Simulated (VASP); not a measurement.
# SiO2 (P4_12_12) in VASP: single point with PBE

Aim: the single point of SiO2 with PBE.

Everything below comes from runs of VASP 6.6.1. Logs are shortened: lines on timing, memory, paths and dates and some standing lists are left out, and cuts for length are marked.

## 1. The cell of the first run

The structure is tetragonal, space group P4_12_12 (No. 92). The conventional cell has a = 4.978 Å, b = 4.978 Å, c = 6.948 Å, α = 90.00°, β = 90.00°, γ = 90.00°. Within 2.2 Å of Si (site symmetry 2) lie 4 O at 1.63 Å. Within 2.2 Å of O (site symmetry 1) lie 2 Si at 1.63 Å.

## 2. Single point, PBE

Input file INCAR:

```
SYSTEM = SiO2
PREC     = Accurate       ! precision mode
ENCUT    = 520            ! plane-wave cutoff, eV
EDIFF    = 1E-7           ! SCF threshold, eV
ISMEAR   = -1             ! smearing method
SIGMA    = 0.02           ! smearing width, eV
LREAL    = .FALSE.        ! projectors in reciprocal space
LASPH    = .TRUE.         ! aspherical terms in the spheres
NELM     = 80             ! most SCF steps
ALGO     = Normal         ! electronic algorithm
ISIF     = 2              ! what is computed and relaxed
LWAVE    = .FALSE.        ! write WAVECAR
LCHARG   = .FALSE.        ! write CHGCAR
GGA      = PE             ! functional
NBANDS   = 44             ! bands
```

Input file KPOINTS:

```
regular mesh
0
G
  5 5 4
  0 0 0
```

Input file POSCAR:

```
SiO2
1.0
    4.9780000000      0.0000000000      0.0000000000
    0.0000000000      4.9780000000      0.0000000000
    0.0000000000      0.0000000000      6.9480000000
Si O
4 8
Direct
    0.3043136979      0.3043136979      0.0000000000
    0.1956863021      0.8043136979      0.2500000000
    0.6956863021      0.6956863021      0.5000000000
    0.8043136979      0.1956863021      0.7500000000
    0.2368485857      0.1149240455      0.1843524453
    0.3850759545      0.7368485857      0.4343524453
    0.7631514143      0.8850759545      0.6843524453
    0.6149240455      0.2631514143      0.9343524453
    0.7368485857      0.3850759545      0.5656475547
    0.8850759545      0.7631514143      0.3156475547
    0.2631514143      0.6149240455      0.0656475547
    0.1149240455      0.2368485857      0.8156475547
```

Potentials or basis: VASP PAW PBE potentials, release 64 (Si, O).

Launch:

```sh
cat potpaw_PBE.64/Si/POTCAR potpaw_PBE.64/O/POTCAR > POTCAR
mpirun -np 1 vasp_std > vasp.out
```

OUTCAR:

```text
SYSTEM = SiO2
   PREC = Accurate
   ENCUT = 520
   EDIFF = 1E-7
   ISMEAR = -1
   LREAL = .FALSE.
   LASPH = .TRUE.
   NELM = 80
   ISIF = 2
   GGA = PE

 ion  position               nearest neighbor table
   1  0.304  0.304  0.000-   8 1.63  11 1.63   5 1.63  12 1.63   2 3.08   4 3.08   2 3.08   4 3.08

   2  0.196  0.804  0.250-   5 1.63  10 1.63   6 1.63  11 1.63   1 3.08   3 3.08   1 3.08   3 3.08

   3  0.696  0.696  0.500-   6 1.63   9 1.63   7 1.63  10 1.63   2 3.08   4 3.08   4 3.08   2 3.08

   4  0.804  0.196  0.750-   7 1.63  12 1.63   9 1.63   8 1.63   1 3.08   3 3.08   3 3.08   1 3.08

   5  0.237  0.115  0.184-   2 1.63   1 1.63
   6  0.385  0.737  0.434-   3 1.63   2 1.63
   7  0.763  0.885  0.684-   4 1.63   3 1.63
   8  0.615  0.263  0.934-   1 1.63   4 1.63
   9  0.737  0.385  0.566-   3 1.63   4 1.63
  10  0.885  0.763  0.316-   2 1.63   3 1.63
  11  0.263  0.615  0.066-   1 1.63   2 1.63
  12  0.115  0.237  0.816-   4 1.63   1 1.63

  LATTYP: Found a simple tetragonal cell.
 ALAT       =     4.9780000000
 C/A-ratio  =     1.3957412616

  Lattice vectors:

 A1 = (   4.9780000000,   0.0000000000,   0.0000000000)
 A2 = (   0.0000000000,   4.9780000000,   0.0000000000)
 A3 = (   0.0000000000,   0.0000000000,   6.9480000000)

Analysis of symmetry for initial positions (statically):
=====================================================================
 Subroutine PRICEL returns:
 Original cell was already a primitive cell.

 Routine SETGRP: Setting up the symmetry group for a
 simple tetragonal supercell.

 Subroutine GETGRP returns: Found  8 space group operations
 (whereof  2 operations were pure point group operations)
 out of a pool of 16 trial point group operations.

The static configuration has the point symmetry C_2 .
 The point group associated with its full space group is D_4 .

Analysis of symmetry for dynamics (positions and initial velocities):
=====================================================================
 Subroutine PRICEL returns:
 Original cell was already a primitive cell.

 Routine SETGRP: Setting up the symmetry group for a
 simple tetragonal supercell.

 Subroutine GETGRP returns: Found  8 space group operations
 (whereof  2 operations were pure point group operations)
 out of a pool of 16 trial point group operations.

The dynamic configuration has the point symmetry C_2 .
[... 122 lines left out ...]
   TEBEG  =    0.0;   TEEND  =   0.0 temperature during run
   PSTRESS=    0.0 pullay stress
   NELECT =      64.0000    total number of electrons
   NUPDOWN=      -1.0000    fix difference up-down
   EMIN   =  10.00;   EMAX   =-10.00  energy-range for DOS
   EFERMI =   0.00;   METHOD = LEGACY
   ISMEAR =    -1;   SIGMA  =   0.02  broadening in eV -4-tet -1-fermi 0-gaus
   EFERMI_NEDOS =   21; number of points for ismear=-14 and -15
   IALGO  =     38    algorithm
   IMIX   =      4    mixing-type and parameters
     AMIX     =   0.40;   BMIX     =  1.00
     AMIX_MAG =   1.60;   BMIX_MAG =  1.00
  volume/ion in A,a.u.               =      14.35        96.82
  Fermi-wavevector in a.u.,A,eV,Ry     =   1.177095  2.224388 18.851598  1.385553
  Thomas-Fermi vector in A             =   2.313448
   LORBIT       =      0    0 simple, 1 ext, 2 COOP (PROOUT), +10 PAW based schemes
   GGA     = PE    functional components
   LHFCALC =     F    Hartree Fock is set to
   AEXX    =    0.0000 exact exchange contribution
   IVDW    =     0    specifies the selected vdW correction
   LEPSILON=     F    determine dielectric tensor
   LRPA    =     F    only Hartree local field effects (RPA)
 non-spin polarized calculation
  energy-cutoff  :      520.00
  volume of cell :      172.17
 maximum number of plane-waves:      4662
 NGX is ok and might be reduce to    40
   NGX = 19   NGY = 19   NGZ = 25

 number of electron      64.0000011 magnetization

 Free energy of the ion-electron system (eV)
  ---------------------------------------------------
  ext. energy  EPLUGINS =         0.00000000
  ---------------------------------------------------
  free energy    TOTEN  =       -94.89587811 eV

  energy without entropy =      -94.89587811  energy(sigma->0) =      -94.89587811

 E-fermi :   0.5873     XC(G=0):  -8.4581

 val. band max:        0.1134469180   @ k =   0.0000   0.0000   0.0000
 cond. band min:       5.7302755928   @ k =   0.0000   0.0000   0.0000
 fundamental gap:      5.6168286748
 Fermi energy:         0.5872524301

 k-point     1 :       0.0000    0.0000    0.0000
  band No.  band energies     occupation
      1     -19.2393      2.00000
      2     -18.3549      2.00000
      3     -18.3549      2.00000
      4     -17.2310      2.00000
      5     -17.1641      2.00000
      6     -17.1602      2.00000
[... 835 lines left out ...]
     43      10.6964      0.00000
     44      10.6964      0.00000

------------------------ aborting loop because EDIFF is reached ----------------------------------------

  FORCE on cell =-STRESS in cart. coord.  units (eV):
  Direction    XX          YY          ZZ          XY          YZ          ZX
  --------------------------------------------------------------------------------------
  -------------------------------------------------------------------------------------
  Total        1.5563828      1.5563828      1.0208347      0.0000000      0.0000000      0.0000000
  in kB       14.4829630     14.4829630      9.4994051      0.0000000      0.0000000      0.0000000
  external PRESSURE =      12.8217770 kB  Pullay stress =       0.0000000 kB

 VOLUME and BASIS-vectors are now :
 -----------------------------------------------------------------------------
  energy-cutoff  :      520.00
  volume of cell :      172.17
      direct lattice vectors                 reciprocal lattice vectors
     4.978000000  0.000000000  0.000000000     0.200883889  0.000000000  0.000000000
     0.000000000  4.978000000  0.000000000     0.000000000  0.200883889  0.000000000
     0.000000000  0.000000000  6.948000000     0.000000000  0.000000000  0.143926310

 POSITION                                       TOTAL-FORCE (eV/Angst)
 -----------------------------------------------------------------------------------
      1.51487      1.51487      0.00000         0.023764      0.023764      0.000000
      0.97413      4.00387      1.73700        -0.023764      0.023764      0.000000
      3.46313      3.46313      3.47400        -0.023764     -0.023764      0.000000
      4.00387      0.97413      5.21100         0.023764     -0.023764      0.000000
      1.17903      0.57209      1.28088         0.009826      0.002776     -0.005860
      1.91691      3.66803      3.01788        -0.002776      0.009826     -0.005860
      3.79897      4.40591      4.75488        -0.009826     -0.002776     -0.005860
      3.06109      1.30997      6.49188         0.002776     -0.009826     -0.005860
      3.66803      1.91691      3.93012         0.009826     -0.002776      0.005860
      4.40591      3.79897      2.19312        -0.002776     -0.009826      0.005860
      1.30997      3.06109      0.45612        -0.009826      0.002776      0.005860
      0.57209      1.17903      5.66712         0.002776      0.009826      0.005860
 -----------------------------------------------------------------------------------
    total drift:                               -0.000000      0.000000     -0.000000

  FREE ENERGIE OF THE ION-ELECTRON SYSTEM (eV)
  ---------------------------------------------------
  free  energy   TOTEN  =       -94.8958781065 eV

  energy  without entropy=      -94.8958781065  energy(sigma->0) =      -94.89587811
```

Run time: 2 min. Hardware: 1 thread of Intel Xeon Platinum 8259CL at 2.50GHz (Skylake/Cascade Lake), shared host; peak memory 0.3 GiB.

What came out:

* Free energy: -94.8959 eV
* Pressure: 1.3 GPa
* Largest force: 0.034 eV/Å
* Band gap on the k mesh: 5.62 eV

Forces on the atoms (eV/Å):
```
Si   0.024  0.024  0.000
Si  -0.024  0.024  0.000
Si  -0.024 -0.024  0.000
Si   0.024 -0.024  0.000
O    0.010  0.003 -0.006
O   -0.003  0.010 -0.006
O   -0.010 -0.003 -0.006
O    0.003 -0.010 -0.006
O    0.010 -0.003  0.006
O   -0.003 -0.010  0.006
O   -0.010  0.003  0.006
O    0.003  0.010  0.006
```

Stress tensor (GPa, compression positive):
```
1.45 0.00 0.00
0.00 1.45 0.00
0.00 0.00 0.95
```
